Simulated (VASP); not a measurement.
# Zn in VASP: notebook, part 2 of 2

VASP 6.6.1. The steps go on from the part before.

**4. Single point, PBE**

This run uses another cell than the first one, of 15.97 Å³/atom, 1.004 times its volume.

INCAR reads:

```
ALGO     = Normal         # electronic algorithm
EDIFF    = 1E-7           # SCF threshold, eV
ENCUT    = 520            # plane-wave cutoff, eV
GGA      = PE             # functional
ISIF     = 2              # what is computed and relaxed
ISMEAR   = 0              # smearing method
LASPH    = T              # aspherical terms in the spheres
LCHARG   = F              # write CHGCAR
LREAL    = F              # projectors in reciprocal space
LWAVE    = F              # write WAVECAR
NBANDS   = 25             # bands
NELM     = 100            # most SCF steps
PREC     = Accurate       # precision mode
SIGMA    = 0.1            # smearing width, eV
```

KPOINTS reads:

```
k-points
0
Gamma
  6 6 4
```

POSCAR reads:

```
Zn
1.0
    2.9330256536      0.0000000000      0.0000000000
   -1.4665128268      2.5400747259      0.0000000000
    0.0000000000      0.0000000000      6.4297845523
Zn
3
Direct
    0.3334213280      0.1667106640      0.5000000000
    0.8332893360      0.1667106640      0.1666666667
    0.8332893360      0.6665786720      0.8333333333
```

Potentials or basis: VASP PAW PBE potentials, release 64 (Zn).

Command:

```bash
$ cat potpaw_PBE.64/Zn/POTCAR > POTCAR
$ mpirun -np 1 vasp_std > vasp.out
```

OUTCAR:

```text
EDIFF = 1E-7
   ENCUT = 520
   GGA = PE
   ISIF = 2
   ISMEAR = 0
   LASPH = T
   LREAL = F
   NELM = 100
   PREC = Accurate

 ion  position               nearest neighbor table
   1  0.333  0.167  0.500-   3 2.60   2 2.60   3 2.60   2 2.60
   2  0.833  0.167  0.167-   1 2.60   3 2.60   1 2.60   3 2.60
   3  0.833  0.667  0.833-   1 2.60   2 2.60   1 2.60   2 2.60

  LATTYP: Found a hexagonal cell.
 ALAT       =     2.9330256536
 C/A-ratio  =     2.1922019483

  Lattice vectors:

 A1 = (   2.9330256536,   0.0000000000,   0.0000000000)
 A2 = (  -1.4665128268,   2.5400747259,   0.0000000000)
 A3 = (   0.0000000000,   0.0000000000,   6.4297845523)

Analysis of symmetry for initial positions (statically):
=====================================================================
 Subroutine PRICEL returns:
 Original cell was already a primitive cell.

 Routine SETGRP: Setting up the symmetry group for a
 hexagonal supercell.

 Subroutine GETGRP returns: Found  6 space group operations
 (whereof  2 operations were pure point group operations)
 out of a pool of 24 trial point group operations.

The static configuration has the point symmetry C_2 .
 The point group associated with its full space group is D_3 .

Analysis of symmetry for dynamics (positions and initial velocities):
=====================================================================
 Subroutine PRICEL returns:
 Original cell was already a primitive cell.

 Routine SETGRP: Setting up the symmetry group for a
 hexagonal supercell.

 Subroutine GETGRP returns: Found  6 space group operations
 (whereof  2 operations were pure point group operations)
 out of a pool of 24 trial point group operations.

The dynamic configuration has the point symmetry C_2 .
 The point group associated with its full space group is D_3 .

 Subroutine INISYM returns: Found  6 space group operations
 (whereof  2 operations are pure point group operations),
 and found     1 'primitive' translations

[... 112 lines left out ...]
   IALGO  =     38    algorithm
   IMIX   =      4    mixing-type and parameters
     AMIX     =   0.40;   BMIX     =  1.00
     AMIX_MAG =   1.60;   BMIX_MAG =  1.00
  volume/ion in A,a.u.               =      15.97       107.75
  Fermi-wavevector in a.u.,A,eV,Ry     =   1.488411  2.812688 30.141884  2.215366
  Thomas-Fermi vector in A             =   2.601449
   LORBIT       =      0    0 simple, 1 ext, 2 COOP (PROOUT), +10 PAW based schemes
   GGA     = PE    functional components
   LHFCALC =     F    Hartree Fock is set to
   AEXX    =    0.0000 exact exchange contribution
   IVDW    =     0    specifies the selected vdW correction
   LEPSILON=     F    determine dielectric tensor
   LRPA    =     F    only Hartree local field effects (RPA)
 non-spin polarized calculation
 Gauss-broadening in eV      SIGMA  =   0.10
  energy-cutoff  :      520.00
  volume of cell :       47.90
 maximum number of plane-waves:      1332
 NGX is ok and might be reduce to    24
   NGX = 11   NGY = 11   NGZ = 23

 number of electron      36.0000024 magnetization

 Free energy of the ion-electron system (eV)
  ---------------------------------------------------
  ext. energy  EPLUGINS =         0.00000000
  ---------------------------------------------------
  free energy    TOTEN  =        -3.07025675 eV

  energy without entropy =       -3.06916826  energy(sigma->0) =       -3.06971251

 E-fermi :   2.5517     XC(G=0): -11.2876

 val. band max:        2.2503204268   @ k =  -0.1667   0.5000   0.2500
 cond. band min:       2.5824947723   @ k =   0.5000   0.0000   0.0000
 fundamental gap:      0.3321743455
 Fermi energy:         2.5516914467

 k-point     1 :       0.0000    0.0000    0.0000
  band No.  band energies     occupation
      1      -7.2427      2.00000
      2      -5.3425      2.00000
      3      -5.3425      2.00000
      4      -4.9286      2.00000
      5      -4.7669      2.00000
      6      -4.7669      2.00000
[... 661 lines left out ...]
     24       9.3740      0.00000
     25       9.9792      0.00000

------------------------ aborting loop because EDIFF is reached ----------------------------------------

  FORCE on cell =-STRESS in cart. coord.  units (eV):
  Direction    XX          YY          ZZ          XY          YZ          ZX
  --------------------------------------------------------------------------------------
  -------------------------------------------------------------------------------------
  Total        0.0548134      0.0548134      0.1280553      0.0000000      0.0000000     -0.0000000
  in kB        1.8333226      1.8333226      4.2830112      0.0000000      0.0000000     -0.0000000
  external PRESSURE =       2.6498855 kB  Pullay stress =       0.0000000 kB

 VOLUME and BASIS-vectors are now :
 -----------------------------------------------------------------------------
  energy-cutoff  :      520.00
  volume of cell :       47.90
      direct lattice vectors                 reciprocal lattice vectors
     2.933025654  0.000000000  0.000000000     0.340944853  0.196844603  0.000000000
    -1.466512827  2.540074726  0.000000000     0.000000000  0.393689205  0.000000000
     0.000000000  0.000000000  6.429784552     0.000000000  0.000000000  0.155526206

 POSITION                                       TOTAL-FORCE (eV/Angst)
 -----------------------------------------------------------------------------------
      0.73345      0.42346      3.21489        -0.000629     -0.000363      0.000000
      2.19958      0.42346      1.07163         0.000629     -0.000363      0.000000
      1.46651      1.69316      5.35815        -0.000000      0.000726     -0.000000
 -----------------------------------------------------------------------------------
    total drift:                               -0.000000     -0.000000      0.000000

  FREE ENERGIE OF THE ION-ELECTRON SYSTEM (eV)
  ---------------------------------------------------
  free  energy   TOTEN  =        -3.0702567482 eV

  energy  without entropy=       -3.0691682624  energy(sigma->0) =       -3.06971251
```

OSZICAR:

```text
N       E                     dE             d eps       ncg     rms          rms(c)
DAV:   1     0.199528362054E+03    0.19953E+03   -0.18026E+04  1200   0.228E+03
DAV:   2     0.737362479457E+01   -0.19215E+03   -0.18636E+03  1208   0.364E+02
DAV:   3    -0.323266018041E+01   -0.10606E+02   -0.10537E+02  1298   0.963E+01
DAV:   4    -0.333436874998E+01   -0.10171E+00   -0.10166E+00  1419   0.985E+00
DAV:   5    -0.333452197840E+01   -0.15323E-03   -0.15323E-03  1325   0.341E-01    0.441E+00
DAV:   6    -0.308574794422E+01    0.24877E+00   -0.11685E+00  1437   0.192E+01    0.338E+00
DAV:   7    -0.307554451233E+01    0.10203E-01   -0.38205E-02  1313   0.286E+00    0.177E+00
DAV:   8    -0.307022564834E+01    0.53189E-02   -0.26503E-03  1637   0.650E-01    0.615E-02
DAV:   9    -0.307024768005E+01   -0.22032E-04   -0.36796E-04  1428   0.211E-01    0.433E-02
DAV:  10    -0.307025776394E+01   -0.10084E-04   -0.43519E-05  1308   0.593E-02    0.616E-03
DAV:  11    -0.307025721990E+01    0.54404E-06   -0.25391E-07  1237   0.686E-03    0.235E-03
DAV:  12    -0.307025673210E+01    0.48780E-06   -0.43513E-08   768   0.284E-03    0.108E-04
DAV:  13    -0.307025674825E+01   -0.16142E-07   -0.13520E-08   667   0.124E-03
   1 F= -.30702567E+01 E0= -.30697125E+01  d E =-.108849E-02
```

Run time: 24 s. Hardware: 1 thread of AMD EPYC 7R43 (Zen 3), shared host; peak memory 0.14 GiB.

What came out:

```
Free energy            : -3.0703 eV
Pressure               : 0.3 GPa
Band gap on the k mesh : zero (band 18 reaches 3.70 eV, above the bottom of band 19 at 0.68 eV)
```

Levels at points of the mesh, in eV from the Fermi level:
```
           k point  band 15  band 16  band 17  band 18  band 19  band 20  band 21  band 22
(0.00, 0.00, 0.00)    -6.84    -6.58    -5.61    -5.61     5.97     5.97    12.00    13.02
(0.50, 0.00, 0.00)    -6.67    -3.20    -3.14    -0.52     0.03     1.20     1.63     7.82
(0.00, 0.00, 0.50)    -6.76    -6.76    -6.76    -1.74     0.28    13.02    13.02    13.13
(0.50, 0.00, 0.50)    -6.65    -2.67    -2.55    -2.13    -1.87     4.46     4.98     5.69
```

Caveat: the k points lie up to 0.41 Å⁻¹ apart.

**5. Overview**

```tsv
task	cell	k mesh	cutoff (eV)	gap on the mesh (eV)	pressure (GPa)
single point	a = 2.612, b = 2.612, c = 8.077 Å, angles 90.0, 90.0, 120.0°, 3 atoms	18 × 18 × 8	520	none	0.3
relaxation of cell and atoms	relaxed from a = 2.933, b = 2.933, c = 6.430 Å, angles 90.0, 90.0, 120.0°, 3 atoms	18 × 18 × 8	600	none	0.0
single point	a = 2.933, b = 2.933, c = 6.430 Å, angles 90.0, 90.0, 120.0°, 3 atoms	6 × 6 × 4	520	none	0.3
```

Alike in all rows: level PBE; potentials or basis VASP PAW PBE potentials, release 64 (Zn); no spin polarisation; smearing gaussian 0.1 eV.

Caveats: some runs use coarse meshes.

Absolute energies hang on the potentials; compare differences alone.
